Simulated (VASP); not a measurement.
Wanted: the native input for a VASP 6.6.1 run.

| Item | Value |
| --- | --- |
| Task | single point |
| Functional | PBE |
| Dispersion | D3(BJ) |
| Potentials or basis | VASP PAW PBE potentials, release 64 (Ru_pv) |
| Cutoff | 520 eV |
| k mesh | 4 × 4 × 1 |
| Occupations | gaussian, width 0.1 eV |
| Spin | no spin polarisation |
| Dipole correction | yes |
| Further INCAR settings | LREAL = Auto; ALGO = Normal; EDIFF = 1e-06; NBANDS = 126 |

The structure of Ru lies in POSCAR:

```
Ru
1.0
    5.3951895500      0.0000000000      0.0000000000
   -2.6975947750      4.6723712085      0.0000000000
    0.0000000000      0.0000000000     25.4987269957
Ru
16
Direct
    0.3333333333      0.1666666667      0.3137411527
    0.3333333333      0.6666666667      0.3137411527
    0.8333333333      0.1666666667      0.3137411527
    0.8333333333      0.6666666667      0.3137411527
    0.1666666667      0.3333333333      0.3973888187
    0.1666666667      0.8333333333      0.3973888187
    0.6666666667      0.3333333333      0.3973888187
    0.6666666667      0.8333333333      0.3973888187
    0.3338098382      0.1661901618      0.4816932676
    0.3338098382      0.6676196765      0.4816932676
    0.8323803235      0.1661901618      0.4816932676
    0.8333333333      0.6666666667      0.4804062228
    0.1666666667      0.3333333333      0.5668487539
    0.1688173029      0.8344086515      0.5620256417
    0.6655913485      0.3311826971      0.5620256417
    0.6655913485      0.8344086515      0.5620256417
```

The input as run:

INCAR

```
SYSTEM = Ru
ALGO = Normal ; DIPOL = 0.5 0.5 0.439
EDIFF = 1E-6 ; ENCUT = 520
GGA = PE ; IDIPOL = 3
ISIF = 2 ; ISMEAR = 0
IVDW = 12 ; LASPH = .True.
LCHARG = .False. ; LDIPOL = .True.
LREAL = Auto ; LWAVE = .False.
NBANDS = 126 ; NELM = 60
PREC = Accurate ; SIGMA = 0.1
```

KPOINTS

```
k-points
0
Gamma
  4 4 1
  0 0 0
```

Potentials or basis: VASP PAW PBE potentials, release 64 (Ru_pv).

The run is started by

```bash
$ cat potpaw_PBE.64/Ru_pv/POTCAR > POTCAR
$ mpirun -np 1 vasp_std > vasp.out
```

It gave:

```yaml
Largest_force: 1.137 eV/Å
Band_gap_on_the_k_mesh: zero (bands 112 and 113 overlap by 1.20 eV)
Dispersion_energy_per_atom: -0.460 eV
```

Run time: 13 min on 1 thread of Intel(R) Xeon(R) 6975P-C (Granite Rapids) (shared host), peak memory 0.7 GiB.
